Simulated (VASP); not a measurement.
# Cu (Fm-3m) in VASP: settings compared

Aim: see how the results for Cu move with the level of theory and the settings. Levels: PBE, r2SCAN. Tasks: single point, relaxation of cell and atoms.

Everything below comes from runs of VASP 6.6.1. Logs are shortened: lines on timing, memory, paths and dates and some standing lists are left out, and cuts for length are marked.

**1. The cell of the first run**

Symmetry: Fm-3m, No. 225, cubic system. The conventional cell has a = 3.630 Å, b = 3.630 Å, c = 3.630 Å, α = 90.00°, β = 90.00°, γ = 90.00°. Cu (site symmetry m-3m) has 12 Cu at 2.57 Å within 3.4 Å.

**2. Single point, PBE**

INCAR reads:

```
PREC     = Accurate       # precision mode
ENCUT    = 520            # plane-wave cutoff, eV
EDIFF    = 1E-6           # SCF threshold, eV
ISMEAR   = -1             # smearing method
SIGMA    = 0.05           # smearing width, eV
LREAL    = False          # projectors in reciprocal space
LASPH    = True           # aspherical terms in the spheres
NELM     = 60             # most SCF steps
ALGO     = Normal         # electronic algorithm
ISIF     = 2              # what is computed and relaxed
LWAVE    = False          # write WAVECAR
LCHARG   = True           # write CHGCAR
GGA      = PE             # functional
LELF     = True           # ELF
LVHAR    = True         
NBANDS   = 12             # bands
```

KPOINTS reads:

```
Automatic mesh
0
Gamma
  18 18 18
```

POSCAR reads:

```
Cu
1.0
    0.0000000000      1.8148091264      1.8148091264
    1.8148091264      0.0000000000      1.8148091264
    1.8148091264      1.8148091264      0.0000000000
Cu
1
Direct
    0.0000000000      0.0000000000      0.0000000000
```

Potentials or basis: VASP PAW PBE potentials, release 64 (Cu).

The run is started by

```console
$ cat potpaw_PBE.64/Cu/POTCAR > POTCAR
$ mpirun -np 1 vasp_std > vasp.out
```

OUTCAR:

```text
PREC = Accurate
   ENCUT = 520
   EDIFF = 1E-6
   ISMEAR = -1
   LREAL = False
   LASPH = True
   NELM = 60
   ISIF = 2
   GGA = PE

 ion  position               nearest neighbor table
   1  0.000  0.000  0.000-

  LATTYP: Found a face centered cubic cell.
 ALAT       =     3.6296182528

  Lattice vectors:

 A1 = (   0.0000000000,   1.8148091264,   1.8148091264)
 A2 = (   1.8148091264,   0.0000000000,   1.8148091264)
 A3 = (   1.8148091264,   1.8148091264,   0.0000000000)

Analysis of symmetry for initial positions (statically):
=====================================================================
 Subroutine PRICEL returns:
 Original cell was already a primitive cell.

 Routine SETGRP: Setting up the symmetry group for a
 face centered cubic supercell.

 Subroutine GETGRP returns: Found 48 space group operations
 (whereof 48 operations were pure point group operations)
 out of a pool of 48 trial point group operations.

The static configuration has the point symmetry O_h .

Analysis of symmetry for dynamics (positions and initial velocities):
=====================================================================
 Subroutine PRICEL returns:
 Original cell was already a primitive cell.

 Routine SETGRP: Setting up the symmetry group for a
 face centered cubic supercell.

 Subroutine GETGRP returns: Found 48 space group operations
 (whereof 48 operations were pure point group operations)
 out of a pool of 48 trial point group operations.

The dynamic configuration has the point symmetry O_h .

 Subroutine INISYM returns: Found 48 space group operations
 (whereof 48 operations are pure point group operations),
 and found     1 'primitive' translations

----------------------------------------------------------------------------------------

                                     Primitive cell

  volume of cell :      11.9543

  direct lattice vectors                    reciprocal lattice vectors
     0.000000000  1.814809126  1.814809126    -0.275511068  0.275511068  0.275511068
     1.814809126  0.000000000  1.814809126     0.275511068 -0.275511068  0.275511068
     1.814809126  1.814809126  0.000000000     0.275511068  0.275511068 -0.275511068

  length of vectors
     2.566527680  2.566527680  2.566527680     0.477199167  0.477199167  0.477199167

  position of ions in fractional coordinates (direct lattice)
     0.000000000  0.000000000  0.000000000

  ion indices of the primitive-cell ions
   primitive index   ion index
                 1           1

----------------------------------------------------------------------------------------

 KPOINTS: Automatic mesh

Automatic generation of k-mesh.
 Grid dimensions read from file:
 generate k-points for:   18   18   18

 Generating k-lattice:

  Cartesian coordinates                     Fractional coordinates (reciprocal lattice)
    -0.015306170  0.015306170  0.015306170     0.055555556  0.000000000  0.000000000
     0.015306170 -0.015306170  0.015306170     0.000000000  0.055555556  0.000000000
     0.015306170  0.015306170 -0.015306170     0.000000000  0.000000000  0.055555556

  Length of vectors
     0.026511065  0.026511065  0.026511065

  Shift w.r.t. Gamma in fractional coordinates (k-lattice)
     0.000000000  0.000000000  0.000000000

 Subroutine IBZKPT returns following result:
 ===========================================

 Found    195 irreducible k-points:

 Following reciprocal coordinates:
            Coordinates               Weight
  0.000000  0.000000  0.000000      1.000000
  0.055556  0.000000  0.000000      8.000000
  0.111111  0.000000  0.000000      8.000000
  0.166667  0.000000  0.000000      8.000000
  0.222222  0.000000  0.000000      8.000000
  0.277778  0.000000  0.000000      8.000000
[... 16 lines left out ...]
 -0.277778  0.055556  0.000000     24.000000
 -0.222222  0.055556  0.000000     24.000000
 [... further k-points ...]
   k-points           NKPTS =    195   k-points in BZ     NKDIM =    195   number of bands    NBANDS=     12
   number of dos      NEDOS =    301   number of ions     NIONS =      1
   total plane-waves  NPLWV =   8000
   dimension x,y,z NGX =    20 NGY =   20 NGZ =   20
   dimension x,y,z NGXF=    40 NGYF=   40 NGZF=   40
   ions per type =               1
   NGX,Y,Z   is equivalent  to a cutoff of  12.95, 12.95, 12.95 a.u.
   NGXF,Y,Z  is equivalent  to a cutoff of  25.91, 25.91, 25.91 a.u.
 SYSTEM =  unknown system
   PREC   = accura    normal or accurate (medium, high low for compatibility)
   ISTART =      0    job   : 0-new  1-cont  2-samecut
   ICHARG =      2    charge: 1-file 2-atom 10-const
   ISPIN  =      1    spin polarized calculation?
   LNONCOLLINEAR =      F non collinear calculations
   LSORBIT =      F    spin-orbit coupling
   LASPH  =      T    aspherical Exc in radial PAW
   ENCUT  =  520.0 eV  38.22 Ry    6.18 a.u.   4.77  4.77  4.77*2*pi/ulx,y,z
   NELM   =     60;   NELMIN=  2; NELMDL= -5     # of ELM steps
   EDIFF  = 0.1E-05   stopping-criterion for ELM
   LREAL  =      F    real-space projection
   EDIFFG = 0.1E-04   stopping-criterion for IOM
   NSW    =      0    number of steps for IOM
   IBRION =     -1    ionic relax: 0-MD 1-quasi-New 2-CG
   NFREE  =      0    steps in history (QN), initial steepest desc. (CG)
   ISIF   =      2    stress and relaxation
   ISYM   =      2    0-nonsym 1-usesym 2-fastsym
   POTIM  = 0.5000    time-step for ionic-motion
   TEBEG  =    0.0;   TEEND  =   0.0 temperature during run
   PSTRESS=    0.0 pullay stress
   NELECT =      11.0000    total number of electrons
   NUPDOWN=      -1.0000    fix difference up-down
   EMIN   =  10.00;   EMAX   =-10.00  energy-range for DOS
   EFERMI =   0.00;   METHOD = LEGACY
   ISMEAR =    -1;   SIGMA  =   0.05  broadening in eV -4-tet -1-fermi 0-gaus
   EFERMI_NEDOS =   21; number of points for ismear=-14 and -15
   IALGO  =     38    algorithm
   IMIX   =      4    mixing-type and parameters
     AMIX     =   0.40;   BMIX     =  1.00
     AMIX_MAG =   1.60;   BMIX_MAG =  1.00
  volume/ion in A,a.u.               =      11.95        80.67
  Fermi-wavevector in a.u.,A,eV,Ry     =   1.592324  3.009056 34.497513  2.535496
  Thomas-Fermi vector in A             =   2.690727
   LORBIT       =      0    0 simple, 1 ext, 2 COOP (PROOUT), +10 PAW based schemes
   GGA     = PE    functional components
   LHFCALC =     F    Hartree Fock is set to
   AEXX    =    0.0000 exact exchange contribution
   IVDW    =     0    specifies the selected vdW correction
   LEPSILON=     F    determine dielectric tensor
   LRPA    =     F    only Hartree local field effects (RPA)
 non-spin polarized calculation
  energy-cutoff  :      520.00
  volume of cell :       11.95
 maximum number of plane-waves:       332
   NGX =  9   NGY =  9   NGZ =  9

 number of electron      10.9999997 magnetization

 Free energy of the ion-electron system (eV)
  ---------------------------------------------------
  ext. energy  EPLUGINS =         0.00000000
  ---------------------------------------------------
  free energy    TOTEN  =        -3.72950624 eV

  energy without entropy =       -3.72706378  energy(sigma->0) =       -3.72828501

 E-fermi :   7.4149     XC(G=0): -12.6551

 val. band max:        7.4145458032   @ k =   0.5000   0.2778   0.1111
 cond. band min:       7.4404236995   @ k =   0.5000   0.1111   0.0000
 fundamental gap:      0.0258778962
 Fermi energy:         7.4149227824

 k-point     1 :       0.0000    0.0000    0.0000
  band No.  band energies     occupation
      1      -1.8227      2.00000
      2       4.4510      2.00000
      3       4.4510      2.00000
      4       4.4510      2.00000
      5       5.2579      2.00000
      6       5.2579      2.00000
      7      29.9336      0.00000
      8      32.4843      0.00000
      9      32.4843      0.00000
     10      32.4843      0.00000
     11      34.9680      0.00000
     12      34.9680      0.00000

 k-point     2 :       0.0556    0.0000    0.0000
  band No.  band energies     occupation
      1      -1.7111      2.00000
      2       4.4276      2.00000
      3       4.4721      2.00000
      4       4.4721      2.00000
      5       5.2496      2.00000
      6       5.2496      2.00000
      7      29.2712      0.00000
      8      31.1458      0.00000
      9      32.1195      0.00000
     10      32.1195      0.00000
     11      35.4926      0.00000
     12      35.4926      0.00000

 k-point     3 :       0.1111    0.0000    0.0000
  band No.  band energies     occupation
      1      -1.3801      2.00000
      2       4.3638      2.00000
      3       4.5266      2.00000
      4       4.5266      2.00000
      5       5.2326      2.00000
      6       5.2326      2.00000
      7      26.8236      0.00000
      8      30.5936      0.00000
      9      31.4524      0.00000
     10      31.4524      0.00000
     11      36.5879      0.00000
     12      36.5880      0.00000
[... 286 lines left out ...]
 k-point    23 :      -0.2778    0.0556    0.0000
  band No.  band energies     occupation
      1       1.0761      2.00000
      2       4.2164      2.00000
      3       4.5558      2.00000
      4       4.5987      2.00000
      5       5.3511      2.00000
      6       5.6124      2.00000
      7      17.6866      0.00000
      8      26.9572      0.00000
      9      30.2991      0.00000
     10      31.4158      0.00000
     11      33.4099      0.00000
     12      34.9873      0.00000

 k-point    24 :      -0.2222    0.0556    0.0000
  band No.  band energies     occupation
      1       0.2341      2.00000
      2       4.1660      2.00000
      3       4.6049      2.00000
      4       4.6425      2.00000
      5       5.2116      2.00000
      6       5.4505      2.00000
      7      20.3107      0.00000
      8      27.2512      0.00000
      9      30.9485      0.00000
     10      31.9676      0.00000
     11      34.5581      0.00000
     12      35.1710      0.00000

 [... further k-points ...]
[... 5 lines left out ...]
  --------------------------------------------------------------------------------------
  -------------------------------------------------------------------------------------
  Total        0.0508270      0.0508270      0.0508270      0.0000000      0.0000000      0.0000000
  in kB        6.8121195      6.8121195      6.8121195      0.0000000      0.0000000      0.0000000
  external PRESSURE =       6.8121195 kB  Pullay stress =       0.0000000 kB

 VOLUME and BASIS-vectors are now :
 -----------------------------------------------------------------------------
  energy-cutoff  :      520.00
  volume of cell :       11.95
      direct lattice vectors                 reciprocal lattice vectors
     0.000000000  1.814809126  1.814809126    -0.275511068  0.275511068  0.275511068
     1.814809126  0.000000000  1.814809126     0.275511068 -0.275511068  0.275511068
     1.814809126  1.814809126  0.000000000     0.275511068  0.275511068 -0.275511068

 POSITION                                       TOTAL-FORCE (eV/Angst)
 -----------------------------------------------------------------------------------
      0.00000      0.00000      0.00000        -0.000000     -0.000000      0.000000
 -----------------------------------------------------------------------------------
    total drift:                                0.000000     -0.000000      0.000000

  FREE ENERGIE OF THE ION-ELECTRON SYSTEM (eV)
  ---------------------------------------------------
  free  energy   TOTEN  =        -3.7295062434 eV

  energy  without entropy=       -3.7270637751  energy(sigma->0) =       -3.72828501
```

Wall time 19 s (1 thread of Intel Xeon Platinum 8259CL at 2.50GHz (Skylake/Cascade Lake), shared host); peak memory 0.14 GiB.

Results:

- Free energy: -3.7295 eV
- Pressure: 0.7 GPa

**3. Single point, r2SCAN**

This run uses another cell than the first one, of 11.47 Å³/atom, 0.959 times its volume.

POSCAR reads:

```
Cu
1.0
    0.0000000000      1.7898966515      1.7898966515
    1.7898966515      0.0000000000      1.7898966515
    1.7898966515      1.7898966515      0.0000000000
Cu
1
Direct
    0.0000000000      0.0000000000      0.0000000000
```

INCAR.step1 reads:

```
SYSTEM = Cu
ALGO = Normal ; EDIFF = 1E-4
ENCUT = 520 ; GGA = PE
ISMEAR = -1 ; LASPH = .TRUE.
LCHARG = .FALSE. ; LREAL = .FALSE.
LWAVE = .TRUE. ; NBANDS = 12
NELM = 60 ; PREC = Accurate
SIGMA = 0.05
```

INCAR.step2 reads:

```
SYSTEM = Cu
ALGO = Normal ; EDIFF = 1E-7
ENCUT = 520 ; ISIF = 2
ISMEAR = -1 ; ISTART = 1
LASPH = .TRUE. ; LCHARG = .FALSE.
LMIXTAU = .TRUE. ; LREAL = .FALSE.
LWAVE = .FALSE. ; METAGGA = R2SCAN
NBANDS = 12 ; NELM = 60
PREC = Accurate ; SIGMA = 0.05
```

KPOINTS reads:

```
k-points
0
G
  18 18 18
  0 0 0
```

Potentials or basis: VASP PAW PBE potentials, release 64 (Cu).

The run is started by

```console
$ cat potpaw_PBE.64/Cu/POTCAR > POTCAR
$ cp INCAR.step1 INCAR
$ mpirun -np 1 vasp_std > vasp.out
$ cp INCAR.step2 INCAR
$ mpirun -np 1 vasp_std > vasp.out
```

OUTCAR:

```text
SYSTEM = Cu
   EDIFF = 1E-7
   ENCUT = 520
   ISIF = 2
   ISMEAR = -1
   ISTART = 1
   LASPH = .TRUE.
   LREAL = .FALSE.
   METAGGA = R2SCAN
   NELM = 60
   PREC = Accurate

 ion  position               nearest neighbor table
   1  0.000  0.000  0.000-

  LATTYP: Found a face centered cubic cell.
 ALAT       =     3.5797933030

  Lattice vectors:

 A1 = (   0.0000000000,   1.7898966515,   1.7898966515)
 A2 = (   1.7898966515,   0.0000000000,   1.7898966515)
 A3 = (   1.7898966515,   1.7898966515,   0.0000000000)

Analysis of symmetry for initial positions (statically):
[... 528 lines left out ...]
      5       5.3475      2.00000
      6       5.6076      2.00000
      7      21.5625      0.00000
      8      28.9360      0.00000
      9      32.7419      0.00000
     10      34.1121      0.00000
     11      36.6986      0.00000
     12      37.3152      0.00000

 [... further k-points ...]
[... 5 lines left out ...]
  --------------------------------------------------------------------------------------
  -------------------------------------------------------------------------------------
  Total        0.0208440      0.0208440      0.0208440      0.0000000      0.0000000     -0.0000000
  in kB        2.9119151      2.9119151      2.9119151      0.0000000      0.0000000     -0.0000000
  external PRESSURE =       2.9119151 kB  Pullay stress =       0.0000000 kB

 VOLUME and BASIS-vectors are now :
 -----------------------------------------------------------------------------
  energy-cutoff  :      520.00
  volume of cell :       11.47
      direct lattice vectors                 reciprocal lattice vectors
     0.000000000  1.789896652  1.789896652    -0.279345737  0.279345737  0.279345737
     1.789896652  0.000000000  1.789896652     0.279345737 -0.279345737  0.279345737
     1.789896652  1.789896652  0.000000000     0.279345737  0.279345737 -0.279345737

 POSITION                                       TOTAL-FORCE (eV/Angst)
 -----------------------------------------------------------------------------------
      0.00000      0.00000      0.00000        -0.000000     -0.000000     -0.000000
 -----------------------------------------------------------------------------------
    total drift:                                0.000000     -0.000000     -0.000000

  FREE ENERGIE OF THE ION-ELECTRON SYSTEM (eV)
  ---------------------------------------------------
  free  energy   TOTEN  =       -10.8279825880 eV

  energy  without entropy=      -10.8255284876  energy(sigma->0) =      -10.82675554
```

OUTCAR.step1:

```text
SYSTEM = Cu
   EDIFF = 1E-4
   ENCUT = 520
   GGA = PE
   ISMEAR = -1
   LASPH = .TRUE.
   LREAL = .FALSE.
[... 575 lines left out ...]
 -----------------------------------------------------------------------------------
      0.00000      0.00000      0.00000         0.000000     -0.000000      0.000000
 -----------------------------------------------------------------------------------
    total drift:                                0.000000      0.000000      0.000000

  FREE ENERGIE OF THE ION-ELECTRON SYSTEM (eV)
  ---------------------------------------------------
  free  energy   TOTEN  =        -3.7178371912 eV

  energy  without entropy=       -3.7152543635  energy(sigma->0) =       -3.71654578
```

Wall time 90 s (1 thread of Intel Xeon Platinum 8259CL at 2.50GHz (Skylake/Cascade Lake), shared host); peak memory 0.15 GiB.

What came out:

- Free energy: -10.8280 eV
- Pressure: 0.3 GPa

Caveat: the PAW data sets were made with another functional, which shifts forces and pressure a little.

**4. Relaxation of cell and atoms, PBE**

This run uses another cell than the first one, of 11.81 Å³/atom, 0.988 times its volume.

INCAR reads:

```
  PREC = Accurate
  ENCUT = 600
  EDIFF = 1E-6
  ISMEAR = -1
  SIGMA = 0.05
  LREAL = F
  LASPH = T
  NELM = 80
  ALGO = Normal
  ISIF = 3
  LWAVE = F
  LCHARG = F
  GGA = PE
  IBRION = 2
  NSW = 80
  EDIFFG = -0.01
```

KPOINTS reads:

```
regular mesh
0
Gamma
  18 18 18
```

POSCAR reads:

```
Cu
1.0
    0.0000000000      1.8074800000      1.8074800000
    1.8074800000      0.0000000000      1.8074800000
    1.8074800000      1.8074800000      0.0000000000
Cu
1
Direct
    0.0000000000      0.0000000000      0.0000000000
```

The run is started by

```console
$ cat potpaw_PBE.64/Cu/POTCAR > POTCAR
$ mpirun -np 1 vasp_std > vasp.out
```

Run time: 35 s. Hardware: 1 thread of Intel Xeon Platinum 8259CL at 2.50GHz (Skylake/Cascade Lake), shared host; peak memory 0.15 GiB.

It converged, with:

| Property | Result |
| --- | --- |
| Free energy | -3.7297 eV |
| Relaxed volume | 12.01 Å³/atom |
| Relaxed cell | a = 2.571 Å, b = 2.571 Å, c = 2.571 Å, α = 60.00°, β = 60.00°, γ = 60.00° |
| Space group after relaxing (to 0.05 Å) | Fm-3m (No. 225) |
| Energy gained by relaxing | 1.5 meV/atom |
| Ionic steps | 3 |
| Pressure after relaxing | 0.1 GPa |

The path:
```tsv
step	energy change (eV)	largest force (eV/Å)	pressure (GPa)	volume (Å³)
1	0.0000	0.0000	2.54	11.81
2	-0.0011	0.0000	-1.30	12.13
3	-0.0015	0.0000	0.06	12.01
```

Final structure:
```
CELL_PARAMETERS angstrom
0.00000 1.81775 1.81775
1.81775 0.00000 1.81775
1.81775 1.81775 0.00000
ATOMIC_POSITIONS crystal
Cu 0.00000 0.00000 0.00000
```

Levels at points of the mesh, in eV from the Fermi level:
```tsv
k point	band 2	band 3	band 4	band 5	band 6	band 7	band 8	band 9
(0.00, 0.00, 0.00)	-2.95	-2.95	-2.95	-2.15	-2.15	22.48	24.99	24.99
(0.50, 0.00, 0.00)	-2.98	-2.98	-1.59	-1.59	-0.93	3.70	20.98	21.83
(0.50, 0.50, 0.00)	-4.31	-1.61	-1.45	-1.45	1.53	7.02	12.97	12.97
```

PBE usually gives volumes a little too large and moduli too small. Zero-point motion and thermal expansion aren't in these numbers.

**5. The runs side by side**

```csv
task,level,cell,cutoff (eV),gap on the mesh (eV),pressure (GPa)
single point,PBE,"a = 2.567 Å, angles 60.0°, 1 atom",520,none,0.7
single point,r2SCAN,"a = 2.531 Å, angles 60.0°, 1 atom",520,none,0.3
relaxation of cell and atoms,PBE,"relaxed from a = 2.556 Å, angles 60.0°, 1 atom",600,none,0.1
```

Alike in all rows: potentials or basis VASP PAW PBE potentials, release 64 (Cu); no spin polarisation; k mesh 18 × 18 × 18; smearing fermi-dirac 0.05 eV.

Caveats: the PAW data sets were made with another functional, which shifts forces and pressure a little (some runs).

Absolute energies hang on the potentials; compare differences alone.
